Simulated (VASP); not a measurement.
# CsSnI3 (P4/mmm) in VASP: further runs, part 2 of 2

VASP 6.6.1.

### Step 4. Single point, r2SCAN (uniaxial z strain +3.0%)

POSCAR

```
CsSnI3
1.0
    6.2414907048      0.0000000000      0.0000000000
    0.0000000000      6.2414907048      0.0000000000
    0.0000000000      0.0000000000      6.4287354260
Cs Sn I
1 1 3
Direct
    0.0000000000      0.0000000000      0.0000000000
    0.5000000000      0.5000000000      0.5000000000
    0.5000000000      0.5000000000      0.0000000000
    0.5000000000      0.0000000000      0.5000000000
    0.0000000000      0.5000000000      0.5000000000
```

INCAR.step1

```
ALGO     = Normal         # electronic algorithm
EDIFF    = 1E-4           # SCF threshold, eV
ENCUT    = 520            # plane-wave cutoff, eV
GGA      = PE             # functional
ISMEAR   = 0              # smearing method
LASPH    = T              # aspherical terms in the spheres
LCHARG   = F              # write CHGCAR
LREAL    = F              # projectors in reciprocal space
LWAVE    = T              # write WAVECAR
NBANDS   = 30             # bands
NELM     = 80             # most SCF steps
PREC     = Accurate       # precision mode
SIGMA    = 0.01           # smearing width, eV
```

INCAR.step2

```
ALGO     = Normal         # electronic algorithm
EDIFF    = 1E-6           # SCF threshold, eV
ENCUT    = 520            # plane-wave cutoff, eV
ISIF     = 2              # what is computed and relaxed
ISMEAR   = 0              # smearing method
ISTART   = 1            
LASPH    = T              # aspherical terms in the spheres
LCHARG   = T              # write CHGCAR
LELF     = T              # ELF
LMIXTAU  = T            
LREAL    = F              # projectors in reciprocal space
LVHAR    = T            
LWAVE    = F              # write WAVECAR
METAGGA  = R2SCAN         # meta-GGA
NBANDS   = 30             # bands
NELM     = 80             # most SCF steps
PREC     = Accurate       # precision mode
SIGMA    = 0.01           # smearing width, eV
```

KPOINTS

```
k-points
0
Gamma
  4 4 4
```

Potentials or basis: VASP PAW PBE potentials, release 64 (Cs_sv, Sn_d, I).

Run with:

```sh
> cat potpaw_PBE.64/Cs_sv/POTCAR potpaw_PBE.64/Sn_d/POTCAR potpaw_PBE.64/I/POTCAR > POTCAR
> cp INCAR.step1 INCAR
> mpirun -np 1 vasp_std > vasp.out
> cp INCAR.step2 INCAR
> mpirun -np 1 vasp_std > vasp.out
```

OUTCAR:

```text
EDIFF = 1E-6
   ENCUT = 520
   ISIF = 2
   ISMEAR = 0
   ISTART = 1
   LASPH = T
   LREAL = F
   METAGGA = R2SCAN
   NELM = 80
   PREC = Accurate

 ion  position               nearest neighbor table
   1  0.000  0.000  0.000-
   2  0.500  0.500  0.500-   4 3.12   5 3.12   4 3.12   5 3.12   3 3.21   3 3.21
   3  0.500  0.500  0.000-   2 3.21   2 3.21
   4  0.500  0.000  0.500-   2 3.12   2 3.12
   5  0.000  0.500  0.500-   2 3.12   2 3.12

  LATTYP: Found a simple tetragonal cell.
 ALAT       =     6.2414907048
 C/A-ratio  =     1.0300000000

  Lattice vectors:

 A1 = (   6.2414907048,   0.0000000000,   0.0000000000)
 A2 = (   0.0000000000,   6.2414907048,   0.0000000000)
 A3 = (   0.0000000000,   0.0000000000,   6.4287354260)

Analysis of symmetry for initial positions (statically):
=====================================================================
 Subroutine PRICEL returns:
 Original cell was already a primitive cell.

 Routine SETGRP: Setting up the symmetry group for a
 simple tetragonal supercell.

 Subroutine GETGRP returns: Found 16 space group operations
 (whereof 16 operations were pure point group operations)
 out of a pool of 16 trial point group operations.

The static configuration has the point symmetry D_4h.

Analysis of symmetry for dynamics (positions and initial velocities):
=====================================================================
 Subroutine PRICEL returns:
 Original cell was already a primitive cell.

 Routine SETGRP: Setting up the symmetry group for a
 simple tetragonal supercell.

 Subroutine GETGRP returns: Found 16 space group operations
 (whereof 16 operations were pure point group operations)
 out of a pool of 16 trial point group operations.
[... 115 lines left out ...]
   ISMEAR =     0;   SIGMA  =   0.01  broadening in eV -4-tet -1-fermi 0-gaus
   EFERMI_NEDOS =   21; number of points for ismear=-14 and -15
   IALGO  =     38    algorithm
   IMIX   =      4    mixing-type and parameters
     AMIX     =   0.40;   BMIX     =  1.00
     AMIX_MAG =   1.60;   BMIX_MAG =  1.00
  volume/ion in A,a.u.               =      50.09       338.01
  Fermi-wavevector in a.u.,A,eV,Ry     =   0.916906  1.732702 11.438653  0.840717
  Thomas-Fermi vector in A             =   2.041815
   LORBIT       =      0    0 simple, 1 ext, 2 COOP (PROOUT), +10 PAW based schemes
   METAGGA = R2SCAN    functional components
   LHFCALC =     F    Hartree Fock is set to
   AEXX    =    0.0000 exact exchange contribution
   IVDW    =     0    specifies the selected vdW correction
   LEPSILON=     F    determine dielectric tensor
   LRPA    =     F    only Hartree local field effects (RPA)
 non-spin polarized calculation
 Gauss-broadening in eV      SIGMA  =   0.01
  energy-cutoff  :      520.00
  volume of cell :      250.44
 maximum number of plane-waves:      6787
 NGX is ok and might be reduce to    48
   NGX = 23   NGY = 23   NGZ = 23

 number of electron      43.9999994 magnetization

 Free energy of the ion-electron system (eV)
  ---------------------------------------------------
  ext. energy  EPLUGINS =         0.00000000
  ---------------------------------------------------
  free energy    TOTEN  =      -128.60754492 eV

  energy without entropy =     -128.60754492  energy(sigma->0) =     -128.60754492

 E-fermi :   2.3612     XC(G=0):  -7.7014

 val. band max:        2.2561084547   @ k =   0.5000   0.5000   0.5000
 cond. band min:       2.7610590140   @ k =   0.5000   0.5000   0.5000
 fundamental gap:      0.5049505593
 Fermi energy:         2.3612439924

 k-point     1 :       0.0000    0.0000    0.0000
  band No.  band energies     occupation
      1     -20.6524      2.00000
      2     -20.5534      2.00000
      3     -20.5519      2.00000
      4     -20.5342      2.00000
      5     -20.5342      2.00000
      6     -20.5279      2.00000
[... 583 lines left out ...]
     29       6.8793      0.00000
     30       7.9271      0.00000

------------------------ aborting loop because EDIFF is reached ----------------------------------------

  FORCE on cell =-STRESS in cart. coord.  units (eV):
  Direction    XX          YY          ZZ          XY          YZ          ZX
  --------------------------------------------------------------------------------------
  -------------------------------------------------------------------------------------
  Total       -0.2266920     -0.2266920     -1.6447434      0.0000000     -0.0000000      0.0000000
  in kB       -1.4502559     -1.4502559    -10.5221991      0.0000000     -0.0000000      0.0000000
  external PRESSURE =      -4.4742370 kB  Pullay stress =       0.0000000 kB

 VOLUME and BASIS-vectors are now :
 -----------------------------------------------------------------------------
  energy-cutoff  :      520.00
  volume of cell :      250.44
      direct lattice vectors                 reciprocal lattice vectors
     6.241490705  0.000000000  0.000000000     0.160218135  0.000000000  0.000000000
     0.000000000  6.241490705  0.000000000     0.000000000  0.160218135  0.000000000
     0.000000000  0.000000000  6.428735426     0.000000000  0.000000000  0.155551587

 POSITION                                       TOTAL-FORCE (eV/Angst)
 -----------------------------------------------------------------------------------
      0.00000      0.00000      0.00000         0.000000      0.000000      0.000000
      3.12075      3.12075      3.21437         0.000000      0.000000      0.000000
      3.12075      3.12075      0.00000         0.000000      0.000000      0.000000
      3.12075      0.00000      3.21437         0.000000      0.000000      0.000000
      0.00000      3.12075      3.21437         0.000000      0.000000      0.000000
 -----------------------------------------------------------------------------------
    total drift:                                0.000000     -0.000000     -0.000000

  FREE ENERGIE OF THE ION-ELECTRON SYSTEM (eV)
  ---------------------------------------------------
  free  energy   TOTEN  =      -128.6075449206 eV

  energy  without entropy=     -128.6075449206  energy(sigma->0) =     -128.60754492
```

OUTCAR.step1:

```text
EDIFF = 1E-4
   ENCUT = 520
   GGA = PE
   ISMEAR = 0
[... 819 lines left out ...]
      3.12075      3.12075      3.21437         0.000000      0.000000      0.000000
      3.12075      3.12075      0.00000         0.000000      0.000000      0.000000
      3.12075      0.00000      3.21437         0.000000      0.000000      0.000000
      0.00000      3.12075      3.21437         0.000000      0.000000      0.000000
 -----------------------------------------------------------------------------------
    total drift:                                0.000000     -0.000000     -0.000000

  FREE ENERGIE OF THE ION-ELECTRON SYSTEM (eV)
  ---------------------------------------------------
  free  energy   TOTEN  =       -13.9612551350 eV

  energy  without entropy=      -13.9612551350  energy(sigma->0) =      -13.96125514
```

OSZICAR.step1:

```text
N       E                     dE             d eps       ncg     rms          rms(c)
DAV:   1     0.338899346080E+03    0.33890E+03   -0.17960E+04  1080   0.132E+03
DAV:   2     0.284377733963E+02   -0.31046E+03   -0.29786E+03  1246   0.273E+02
DAV:   3    -0.126197799069E+02   -0.41058E+02   -0.40579E+02  1314   0.113E+02
DAV:   4    -0.142363667413E+02   -0.16166E+01   -0.16134E+01  1362   0.260E+01
DAV:   5    -0.142910599795E+02   -0.54693E-01   -0.54688E-01  1620   0.452E+00    0.388E+00
DAV:   6    -0.139859146239E+02    0.30515E+00   -0.44179E-01  1352   0.339E+00    0.253E+00
DAV:   7    -0.139560165787E+02    0.29898E-01   -0.32676E-01  1356   0.221E+00    0.106E+00
DAV:   8    -0.139615221920E+02   -0.55056E-02   -0.48695E-02  1306   0.141E+00    0.299E-01
DAV:   9    -0.139609838076E+02    0.53838E-03   -0.54344E-03  1392   0.524E-01    0.132E-01
DAV:  10    -0.139612010806E+02   -0.21727E-03   -0.84226E-04  1240   0.143E-01    0.491E-02
DAV:  11    -0.139612551350E+02   -0.54054E-04   -0.30995E-04  1156   0.113E-01
   1 F= -.13961255E+02 E0= -.13961255E+02  d E =-.116533E-28
```

Run time: 3.8 min. Hardware: 1 thread of Intel Xeon Platinum 8488C (Sapphire Rapids), shared host; peak memory 0.45 GiB.

What came out:

| Item | Value |
| --- | --- |
| Free energy | -128.6075 eV |
| Pressure | -0.4 GPa |
| Band gap on the k mesh | 0.51 eV |

Caveat: the cell differs from its parent crystal (uniaxial z strain +3.0%); semilocal functionals underestimate gaps, and a narrow one can read as zero; the PAW data sets were made with another functional, which shifts forces and pressure a little; spin-orbit coupling is left out, which moves the levels of the heavy elements. A k mesh can miss the band edges.

### Step 5. Single point, r2SCAN (uniaxial z strain +4.0%)

Changes to POSCAR since step 4:

```diff
@@ -4,3 +4,3 @@
     0.0000000000      6.2414907048      0.0000000000
-    0.0000000000      0.0000000000      6.4287354260
+    0.0000000000      0.0000000000      6.4911503330
 Cs Sn I
```

INCAR.step1

```
SYSTEM = CsSnI3
  PREC = Accurate
  ENCUT = 520
  ISMEAR = 0
  SIGMA = 0.01
  LREAL = .FALSE.
  LASPH = .TRUE.
  NELM = 100
  NBANDS = 30
  GGA = PE
  ALGO = Normal
  EDIFF = 1E-4
  LWAVE = .TRUE.
  LCHARG = .FALSE.
```

INCAR.step2

```
SYSTEM = CsSnI3
  PREC = Accurate
  ENCUT = 520
  EDIFF = 1E-7
  ISMEAR = 0
  SIGMA = 0.01
  LREAL = .FALSE.
  LASPH = .TRUE.
  NELM = 100
  ALGO = Normal
  ISIF = 2
  LWAVE = .FALSE.
  LCHARG = .TRUE.
  METAGGA = R2SCAN
  LMIXTAU = .TRUE.
  LELF = .TRUE.
  LVHAR = .TRUE.
  NBANDS = 30
  ISTART = 1
```

KPOINTS

```
regular mesh
0
G
  4 4 4
  0 0 0
```

Potentials or basis: VASP PAW PBE potentials, release 64 (Cs_sv, Sn_d, I).

Run with:

```sh
> cat potpaw_PBE.64/Cs_sv/POTCAR potpaw_PBE.64/Sn_d/POTCAR potpaw_PBE.64/I/POTCAR > POTCAR
> cp INCAR.step1 INCAR
> mpirun -np 1 vasp_std > vasp.out
> cp INCAR.step2 INCAR
> mpirun -np 1 vasp_std > vasp.out
```

OUTCAR:

```text
SYSTEM = CsSnI3
   PREC = Accurate
   ENCUT = 520
   EDIFF = 1E-7
   ISMEAR = 0
   LREAL = .FALSE.
   LASPH = .TRUE.
   NELM = 100
   ISIF = 2
   METAGGA = R2SCAN
   ISTART = 1

 ion  position               nearest neighbor table
   1  0.000  0.000  0.000-
   2  0.500  0.500  0.500-   4 3.12   5 3.12   4 3.12   5 3.12   3 3.25   3 3.25
   3  0.500  0.500  0.000-   2 3.25   2 3.25
[... 791 lines left out ...]
  Direction    XX          YY          ZZ          XY          YZ          ZX
  --------------------------------------------------------------------------------------
  -------------------------------------------------------------------------------------
  Total       -0.3006199     -0.3006199     -2.0929884      0.0000000      0.0000000      0.0000000
  in kB       -1.9047150     -1.9047150    -13.2610857      0.0000000      0.0000000      0.0000000
  external PRESSURE =      -5.6901719 kB  Pullay stress =       0.0000000 kB

 VOLUME and BASIS-vectors are now :
 -----------------------------------------------------------------------------
  energy-cutoff  :      520.00
  volume of cell :      252.87
      direct lattice vectors                 reciprocal lattice vectors
     6.241490705  0.000000000  0.000000000     0.160218135  0.000000000  0.000000000
     0.000000000  6.241490705  0.000000000     0.000000000  0.160218135  0.000000000
     0.000000000  0.000000000  6.491150333     0.000000000  0.000000000  0.154055899

 POSITION                                       TOTAL-FORCE (eV/Angst)
 -----------------------------------------------------------------------------------
      0.00000      0.00000      0.00000         0.000000      0.000000      0.000000
      3.12075      3.12075      3.24558         0.000000      0.000000      0.000000
      3.12075      3.12075      0.00000         0.000000      0.000000      0.000000
      3.12075      0.00000      3.24558         0.000000      0.000000      0.000000
      0.00000      3.12075      3.24558         0.000000      0.000000      0.000000
 -----------------------------------------------------------------------------------
    total drift:                                0.000000     -0.000000     -0.000000

  FREE ENERGIE OF THE ION-ELECTRON SYSTEM (eV)
  ---------------------------------------------------
  free  energy   TOTEN  =      -128.5898294275 eV

  energy  without entropy=     -128.5898294275  energy(sigma->0) =     -128.58982943
```

OUTCAR.step1:

```text
SYSTEM = CsSnI3
   PREC = Accurate
   ENCUT = 520
   ISMEAR = 0
   LREAL = .FALSE.
   LASPH = .TRUE.
[... 819 lines left out ...]
      3.12075      3.12075      0.00000         0.000000      0.000000      0.000000
      3.12075      0.00000      3.24558         0.000000      0.000000      0.000000
      0.00000      3.12075      3.24558         0.000000      0.000000      0.000000
 -----------------------------------------------------------------------------------
    total drift:                                0.000000     -0.000000     -0.000000

  FREE ENERGIE OF THE ION-ELECTRON SYSTEM (eV)
  ---------------------------------------------------
  free  energy   TOTEN  =       -13.9509272277 eV

  energy  without entropy=      -13.9509272277  energy(sigma->0) =      -13.95092723
```

Run time: 3.7 min. Hardware: 1 thread of Intel Xeon Platinum 8488C (Sapphire Rapids), shared host; peak memory 0.45 GiB.

Results:

```
Free energy            : -128.5898 eV
Pressure               : -0.6 GPa
Band gap on the k mesh : 0.51 eV
```

Caveat: the cell differs from its parent crystal (uniaxial z strain +4.0%); semilocal functionals underestimate gaps, and a narrow one can read as zero; the PAW data sets were made with another functional, which shifts forces and pressure a little; spin-orbit coupling is left out, which moves the levels of the heavy elements. A k mesh can miss the band edges.

### Step 6. The runs side by side

```csv
cell,gap on the mesh (eV),pressure (GPa)
"a = 6.241, b = 6.241, c = 6.304 Å, 5 atoms",0.50,-0.2
"a = 6.241, b = 6.241, c = 6.366 Å, 5 atoms",0.50,-0.3
"a = 6.241, b = 6.241, c = 6.429 Å, 5 atoms",0.51,-0.4
"a = 6.241, b = 6.241, c = 6.491 Å, 5 atoms",0.51,-0.6
```

Alike in all rows: task single point; level r2SCAN; potentials or basis VASP PAW PBE potentials, release 64 (Cs_sv, Sn_d, I); no spin polarisation; k mesh 4 × 4 × 4; cutoff (eV) 520; smearing gaussian 0.01 eV.

Caveats: semilocal functionals underestimate gaps, and a narrow one can read as zero; the PAW data sets were made with another functional, which shifts forces and pressure a little; spin-orbit coupling is left out, which moves the levels of the heavy elements.

Absolute energies hang on the potentials; compare differences alone.
